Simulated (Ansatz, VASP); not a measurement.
# Al2Cu in VASP and in Ansatz

The input POSCAR:

```
Al2Cu
1.0
   -3.0078730500      3.0078730500      2.3884252500
    3.0078730500     -3.0078730500      2.3884252500
    3.0078730500      3.0078730500     -2.3884252500
Al Cu
4 2
Direct
    0.6586931200      0.1586931200      0.8173862500
    0.1586931200      0.3413068800      0.5000000000
    0.3413068800      0.8413068800      0.1826137500
    0.8413068800      0.6586931200      0.5000000000
    0.2500000000      0.2500000000      0.0000000000
    0.7500000000      0.7500000000      0.0000000000
```

Contents of INCAR.step1:

```
PREC = Accurate ; ENCUT = 520
ISMEAR = -1 ; SIGMA = 0.1
LREAL = F ; LASPH = T
NELM = 60 ; NBANDS = 26
GGA = PE ; ALGO = Normal
EDIFF = 1E-4 ; LWAVE = T
LCHARG = F
```

Contents of INCAR.step2:

```
PREC = Accurate ; ENCUT = 520
EDIFF = 1E-6 ; ISMEAR = -1
SIGMA = 0.1 ; LREAL = F
LASPH = T ; NELM = 60
ALGO = Normal ; ISIF = 2
LWAVE = F ; LCHARG = F
METAGGA = R2SCAN ; LMIXTAU = T
NBANDS = 26 ; ISTART = 1
```

The input KPOINTS:

```
Automatic mesh
0
Gamma
  9 9 9
```

Input for Ansatz:

```yaml
crystal:
  lattice:
    - [-3.00787305, 3.00787305, 2.38842525]
    - [3.00787305, -3.00787305, 2.38842525]
    - [3.00787305, 3.00787305, -2.38842525]
  atoms:
    - { symbol: Al, position: [0.65869312, 0.15869312, 0.81738625] }
    - { symbol: Al, position: [0.15869312, 0.34130688, 0.5] }
    - { symbol: Al, position: [0.34130688, 0.84130688, 0.18261375] }
    - { symbol: Al, position: [0.84130688, 0.65869312, 0.5] }
    - { symbol: Cu, position: [0.25, 0.25, 0.0] }
    - { symbol: Cu, position: [0.75, 0.75, 0.0] }
  symmetry: { tolerance: 0.0003 }
hamiltonian:
  xc: r2scan
  pseudopotentials: { kind: paw, azcp: { folder: soft_1 } }
basis:
  ecutwfc: 500
magnetization:
  spin_polarized: false
scf:
  occupations: { method: fermi_dirac, width: 0.1 }
kpoints:
  mp_grid: { grid: [9, 9, 9], shift: [0, 0, 0] }
  band_path:
    path:
      - [0.0, 0.0, 0.0]
      - [0.0, 0.0, 0.5]
      - [-0.5, 0.5, 0.5]
      - [0.0, 0.0, 0.0]
      - [0.40763197, 0.40763197, -0.40763197]
      - [-0.40763197, 0.59236803, 0.40763197]
      - [-0.5, 0.5, 0.5]
      - [0.0, 0.0, 0.5]
      - [0.25, 0.25, 0.25]
      - [0.0, 0.5, 0.0]
      - [0.0, 0.0, 0.0]
    npoints: 11
output:
  forces: true
  stress: true
  eigenvalues: true
  bader: true
  populations: true
  elf: true
  write_potential: true
  write_density: true
  volumetric_format: npy
  dos:
    e_range: [-12, 8]
    de: 0.05
    projected: { site_lists: { Al: [Al], Cu: [Cu] } }
```

Alike in both runs: task single point; functional r2SCAN; k mesh 9 × 9 × 9; occupations fermi-dirac, width 0.1 eV; no spin polarisation.

|  | VASP | Ansatz |
| --- | --- | --- |
| version | VASP 6.6.1 | Ansatz 0.2.0 |
| potentials or method | VASP PAW PBE potentials, release 64 (Al, Cu), cutoff 520 eV | PAW plane waves |
| valence electrons in the cell | 34 | 50 |

|  | VASP | Ansatz | Ansatz less VASP |
| --- | --- | --- | --- |
| pressure (GPa) | -0.2 | 0.0 | +0.16 |
| traceless stress, the component that is largest in VASP (GPa) | 0.28 | 0.24 | -0.041 |
| rms of the force components (eV/Å) | 0.007 | 0.007 | -0.0002 |

VASP's potentials were made for PBE, not for r2SCAN. Atom by atom the forces differ by 0.000 eV/Å (rms over components). VASP's potentials hold 34 valence electrons a cell and Ansatz's 50, so a difference there can come from the potentials and not from the codes.
